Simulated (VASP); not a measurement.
# HfN (P6_3/mmc) in VASP: a series of runs

Runs on HfN. Level: r2SCAN. Tasks: single point.

Program: VASP 6.6.1. These are calculated values, not measurements. Logs are shortened: lines on timing, memory, paths and dates and some standing lists are left out, and cuts for length are marked.

## (1) The cell of the first run

Symmetry: P6_3/mmc, No. 194, hexagonal system. The conventional cell has a = 3.134 Å, b = 3.134 Å, c = 5.417 Å, α = 90.00°, β = 90.00°, γ = 120.00°. Within 3.0 Å of Hf (site symmetry -6m2) lie 6 N at 2.26 Å. Within 3.0 Å of N (site symmetry -3m) lie 6 Hf at 2.26 Å and 2 N at 2.71 Å.

## (2) Single point, r2SCAN

File POSCAR:

```
HfN
1.0
    3.1339100000      0.0000000000      0.0000000000
   -1.5669500000      2.7140400000      0.0000000000
    0.0000000000      0.0000000000      5.4167700000
Hf N
2 2
Direct
    0.6666666667      0.3333333333      0.7500000000
    0.3333333333      0.6666666667      0.2500000000
    0.0000000000      0.0000000000      0.0000000000
    0.0000000000      0.0000000000      0.5000000000
```

File INCAR.step1:

```
  PREC = Accurate
  ENCUT = 520
  ISMEAR = -1
  SIGMA = 0.1
  LREAL = F
  LASPH = T
  NELM = 80
  NBANDS = 23
  GGA = PE
  ALGO = Normal
  EDIFF = 1E-4
  LWAVE = T
  LCHARG = F
```

File INCAR.step2:

```
  PREC = Accurate
  ENCUT = 520
  EDIFF = 1E-7
  ISMEAR = -1
  SIGMA = 0.1
  LREAL = F
  LASPH = T
  NELM = 80
  ALGO = Normal
  ISIF = 2
  LWAVE = F
  LCHARG = F
  METAGGA = R2SCAN
  LMIXTAU = T
  NBANDS = 23
  ISTART = 1
```

File KPOINTS:

```
regular mesh
0
Gamma
  5 5 3
```

Potentials or basis: VASP PAW PBE potentials, release 64 (Hf_pv, N).

Launch:

```
cat potpaw_PBE.64/Hf_pv/POTCAR potpaw_PBE.64/N/POTCAR > POTCAR
cp INCAR.step1 INCAR
mpirun -np 1 vasp_std > vasp.out
cp INCAR.step2 INCAR
mpirun -np 1 vasp_std > vasp.out
```

OUTCAR:

```text
PREC = Accurate
   ENCUT = 520
   EDIFF = 1E-7
   ISMEAR = -1
   LREAL = F
   LASPH = T
   NELM = 80
   ISIF = 2
   METAGGA = R2SCAN
   ISTART = 1

 ion  position               nearest neighbor table
   1  0.667  0.333  0.750-   3 2.26   4 2.26   3 2.26   4 2.26   3 2.26   4 2.26   2 3.26   2 3.26
                             2 3.26   2 3.26   2 3.26   2 3.26
   2  0.333  0.667  0.250-   3 2.26   4 2.26   3 2.26   4 2.26   3 2.26   4 2.26   1 3.26   1 3.26
                             1 3.26   1 3.26   1 3.26   1 3.26
   3  0.000  0.000  0.000-   2 2.26   1 2.26   2 2.26   1 2.26   1 2.26   2 2.26
   4  0.000  0.000  0.500-   2 2.26   1 2.26   2 2.26   1 2.26   1 2.26   2 2.26

  LATTYP: Found a hexagonal cell.
 ALAT       =     3.1339100000
 C/A-ratio  =     1.7284382768

  Lattice vectors:

 A1 = (   3.1339100000,   0.0000000000,   0.0000000000)
 A2 = (  -1.5669500000,   2.7140400000,   0.0000000000)
 A3 = (   0.0000000000,   0.0000000000,   5.4167700000)

Analysis of symmetry for initial positions (statically):
=====================================================================
 Subroutine PRICEL returns:
 Original cell was already a primitive cell.

 Routine SETGRP: Setting up the symmetry group for a
 hexagonal supercell.

 Subroutine GETGRP returns: Found 24 space group operations
 (whereof 12 operations were pure point group operations)
 out of a pool of 24 trial point group operations.

The static configuration has the point symmetry D_3d.
 The point group associated with its full space group is D_6h.

Analysis of symmetry for dynamics (positions and initial velocities):
=====================================================================
 Subroutine PRICEL returns:
 Original cell was already a primitive cell.

 Routine SETGRP: Setting up the symmetry group for a
 hexagonal supercell.

 Subroutine GETGRP returns: Found 24 space group operations
 (whereof 12 operations were pure point group operations)
 out of a pool of 24 trial point group operations.

The dynamic configuration has the point symmetry D_3d.
 The point group associated with its full space group is D_6h.

 Subroutine INISYM returns: Found 24 space group operations
 (whereof 12 operations are pure point group operations),
 and found     1 'primitive' translations

----------------------------------------------------------------------------------------

                                     Primitive cell
[... 79 lines left out ...]
   NELM   =     80;   NELMIN=  2; NELMDL=  0     # of ELM steps
   EDIFF  = 0.1E-06   stopping-criterion for ELM
   LREAL  =      F    real-space projection
   EDIFFG = 0.1E-05   stopping-criterion for IOM
   NSW    =      0    number of steps for IOM
   IBRION =     -1    ionic relax: 0-MD 1-quasi-New 2-CG
   NFREE  =      0    steps in history (QN), initial steepest desc. (CG)
   ISIF   =      2    stress and relaxation
   ISYM   =      2    0-nonsym 1-usesym 2-fastsym
   POTIM  = 0.5000    time-step for ionic-motion
   TEBEG  =    0.0;   TEEND  =   0.0 temperature during run
   PSTRESS=    0.0 pullay stress
   NELECT =      30.0000    total number of electrons
   NUPDOWN=      -1.0000    fix difference up-down
   EMIN   =  10.00;   EMAX   =-10.00  energy-range for DOS
   EFERMI =   0.00;   METHOD = LEGACY
   ISMEAR =    -1;   SIGMA  =   0.10  broadening in eV -4-tet -1-fermi 0-gaus
   EFERMI_NEDOS =   21; number of points for ismear=-14 and -15
   IALGO  =     38    algorithm
   IMIX   =      4    mixing-type and parameters
     AMIX     =   0.40;   BMIX     =  1.00
     AMIX_MAG =   1.60;   BMIX_MAG =  1.00
  volume/ion in A,a.u.               =      11.52        77.73
  Fermi-wavevector in a.u.,A,eV,Ry     =   1.418951  2.681429 27.394285  2.013423
  Thomas-Fermi vector in A             =   2.540023
   LORBIT       =      0    0 simple, 1 ext, 2 COOP (PROOUT), +10 PAW based schemes
   METAGGA = R2SCAN    functional components
   LHFCALC =     F    Hartree Fock is set to
   AEXX    =    0.0000 exact exchange contribution
   IVDW    =     0    specifies the selected vdW correction
   LEPSILON=     F    determine dielectric tensor
   LRPA    =     F    only Hartree local field effects (RPA)
 non-spin polarized calculation
  energy-cutoff  :      520.00
  volume of cell :       46.07
 maximum number of plane-waves:      1275
 NGX is ok and might be reduce to    24
   NGX = 11   NGY = 11   NGZ = 21

 number of electron      30.0000004 magnetization

 Free energy of the ion-electron system (eV)
  ---------------------------------------------------
  ext. energy  EPLUGINS =         0.00000000
  ---------------------------------------------------
  free energy    TOTEN  =      -116.47403151 eV

  energy without entropy =     -116.45397868  energy(sigma->0) =     -116.46400510

 E-fermi :   8.2167     XC(G=0): -13.6085

 val. band max:        7.5085857886   @ k =   0.0000   0.0000   0.0000
 cond. band min:       8.4394302977   @ k =   0.4000   0.0000   0.3333
 fundamental gap:      0.9308445091
 Fermi energy:         8.2166677209

 k-point     1 :       0.0000    0.0000    0.0000
  band No.  band energies     occupation
      1     -25.0500      2.00000
      2     -24.1850      2.00000
      3     -24.0733      2.00000
      4     -24.0733      2.00000
      5     -24.0169      2.00000
      6     -24.0169      2.00000
[... 249 lines left out ...]
     22      14.2781      0.00000
     23      15.2891      0.00000

------------------------ aborting loop because EDIFF is reached ----------------------------------------

  FORCE on cell =-STRESS in cart. coord.  units (eV):
  Direction    XX          YY          ZZ          XY          YZ          ZX
  --------------------------------------------------------------------------------------
  -------------------------------------------------------------------------------------
  Total       -0.1292926     -0.1292921     -0.2209906     -0.0000002      0.0000000     -0.0000000
  in kB       -4.4961531     -4.4961343     -7.6849524     -0.0000083      0.0000000     -0.0000000
  external PRESSURE =      -5.5590799 kB  Pullay stress =       0.0000000 kB

 VOLUME and BASIS-vectors are now :
 -----------------------------------------------------------------------------
  energy-cutoff  :      520.00
  volume of cell :       46.07
      direct lattice vectors                 reciprocal lattice vectors
     3.133910000  0.000000000  0.000000000     0.319090210  0.184226616  0.000000000
    -1.566950000  2.714040000  0.000000000     0.000000000  0.368454407  0.000000000
     0.000000000  0.000000000  5.416770000     0.000000000  0.000000000  0.184611863

 POSITION                                       TOTAL-FORCE (eV/Angst)
 -----------------------------------------------------------------------------------
      1.56696      0.90468      4.06258         0.000000      0.000000      0.000000
      0.00000      1.80936      1.35419        -0.000000      0.000000      0.000000
      0.00000      0.00000      0.00000        -0.000000     -0.000000      0.000000
      0.00000      0.00000      2.70838        -0.000000     -0.000000      0.000000
 -----------------------------------------------------------------------------------
    total drift:                               -0.000000      0.000000     -0.000000

  FREE ENERGIE OF THE ION-ELECTRON SYSTEM (eV)
  ---------------------------------------------------
  free  energy   TOTEN  =      -116.4740315094 eV

  energy  without entropy=     -116.4539786820  energy(sigma->0) =     -116.46400510
```

OUTCAR.step1:

```text
PREC = Accurate
   ENCUT = 520
   ISMEAR = -1
   LREAL = F
   LASPH = T
[... 475 lines left out ...]
      1.56696      0.90468      4.06258        -0.000000      0.000000      0.000000
      0.00000      1.80936      1.35419        -0.000000     -0.000000      0.000000
      0.00000      0.00000      0.00000         0.000000      0.000000      0.000000
      0.00000      0.00000      2.70838         0.000000      0.000000      0.000000
 -----------------------------------------------------------------------------------
    total drift:                               -0.000000      0.000000     -0.000000

  FREE ENERGIE OF THE ION-ELECTRON SYSTEM (eV)
  ---------------------------------------------------
  free  energy   TOTEN  =       -43.4645875332 eV

  energy  without entropy=      -43.4439898499  energy(sigma->0) =      -43.45428869
```

Wall time 42 s (1 thread of Intel Xeon Platinum 8488C (Sapphire Rapids), shared host); peak memory 0.16 GiB.

Results:

| Property | Result |
| --- | --- |
| Free energy | -116.4740 eV |
| Pressure | -0.6 GPa |
| Band gap on the k mesh | zero (band 15 reaches 9.24 eV, above the bottom of band 16 at 8.44 eV) |

Levels at points of the mesh, in eV from the Fermi level:
```csv
k point,band 11,band 12,band 13,band 14,band 15,band 16,band 17,band 18,band 19,band 20
"(0.00, 0.00, 0.00)",-5.29,-4.15,-4.15,-2.24,-0.71,0.62,0.62,0.95,1.80,1.80
```

Caveat: the k points lie up to 0.46 Å⁻¹ apart; the PAW data sets were made with another functional, which shifts forces and pressure a little; spin-orbit coupling is left out, which moves the levels of the heavy elements.

## (3) Single point, r2SCAN

POSCAR is that of step 2.

INCAR.step1 is that of step 2.

INCAR.step2 is that of step 2.

File KPOINTS:

```
regular mesh
0
Gamma
  7 7 4
```

Potentials or basis: VASP PAW PBE potentials, release 64 (Hf_pv, N).

Launch:

```
cat potpaw_PBE.64/Hf_pv/POTCAR potpaw_PBE.64/N/POTCAR > POTCAR
cp INCAR.step1 INCAR
mpirun -np 1 vasp_std > vasp.out
cp INCAR.step2 INCAR
mpirun -np 1 vasp_std > vasp.out
```

It took 71 s on 1 thread of Intel Xeon Platinum 8488C (Sapphire Rapids), shared host; peak memory 0.17 GiB.

Results (log left out):

* Free energy: -116.4074 eV
* Pressure: -0.2 GPa
* Band gap on the k mesh: zero (band 15 reaches 9.94 eV, above the bottom of band 16 at 7.55 eV)

Levels at points of the mesh, in eV from the Fermi level:
```tsv
k point	band 11	band 12	band 13	band 14	band 15	band 16	band 17	band 18	band 19	band 20
(0.00, 0.00, 0.00)	-4.86	-3.72	-3.72	-1.82	-0.27	1.05	1.05	1.38	2.24	2.24
(0.00, 0.00, 0.50)	-4.50	-4.50	-4.50	-4.50	2.16	2.16	3.26	3.26	3.26	3.26
```

Caveat: the PAW data sets were made with another functional, which shifts forces and pressure a little; spin-orbit coupling is left out, which moves the levels of the heavy elements.
